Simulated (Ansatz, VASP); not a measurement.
## One calculation of As, two programs

The input INCAR:

```
  ALGO = Normal
  DIPOL = 0.5 0.5 0.500
  EDIFF = 1E-6
  ENCUT = 520
  GGA = PE
  IDIPOL = 3
  ISIF = 2
  ISMEAR = 0
  LASPH = True
  LCHARG = True
  LDIPOL = True
  LELF = True
  LREAL = False
  LVACPOTAV = True
  LVHAR = True
  LWAVE = False
  NBANDS = 12
  NELM = 80
  PREC = Accurate
  SIGMA = 0.02
```

KPOINTS

```
k-points
0
Gamma
  9 9 1
```

POSCAR

```
As
1.0
    3.7860000000      0.0000000000      0.0000000000
   -1.8930000000      3.2787721787      0.0000000000
    0.0000000000      0.0000000000     28.0000000000
As
2
Direct
    0.3333333333      0.6666666667      0.5053214286
    0.6666666667      0.3333333333      0.4946785714
```

Input for Ansatz:

```yaml
crystal:
  lattice:
    - [3.786, 0.0, 0.0]
    - [-1.893, 3.2787721787, 0.0]
    - [0.0, 0.0, 28.0]
  atoms:
    - { symbol: As, position: [0.3333333333, 0.6666666667, 0.5053214286] }
    - { symbol: As, position: [0.6666666667, 0.3333333333, 0.4946785714] }
  periodic: [true, true, false]
basis:
  ecutwfc: 420
kpoints:
  mp_grid: { grid: [9, 9, 1] }
hamiltonian:
  xc: pbe
scf:
  occupations: { method: gaussian, width: 0.02 }
output:
  forces: true
  stress: true
  eigenvalues: true
```

Alike in both runs: task single point; functional PBE; k mesh 9 × 9 × 1; occupations gaussian, width 0.02 eV; no spin polarisation.

|  | VASP | Ansatz |
| --- | --- | --- |
| version | VASP 6.6.1 | Ansatz 0.2.0 |
| potentials or method | VASP PAW PBE potentials, release 64 (As), cutoff 520 eV | scalar-relativistic, plane waves, PAW |
| valence electrons in the cell | 10 | 30 |

Ansatz gave:

- gap on the k mesh at the Fermi level (eV): none
- rms of the force components (eV/Å): 0.901
- work function, face that differs most (eV): 4.23

Task: What did VASP give for the same quantities?

Result: gap on the k mesh at the Fermi level (eV): none; rms of the force components (eV/Å): 0.921; work function, face that differs most (eV): 4.21.

Atom by atom the forces differ by 0.019 eV/Å (rms over components). A gap of «none» marks a metal or a gap that the smearing closes. VASP's potentials hold 10 valence electrons a cell and Ansatz's 30, so a difference there can come from the potentials and not from the codes.
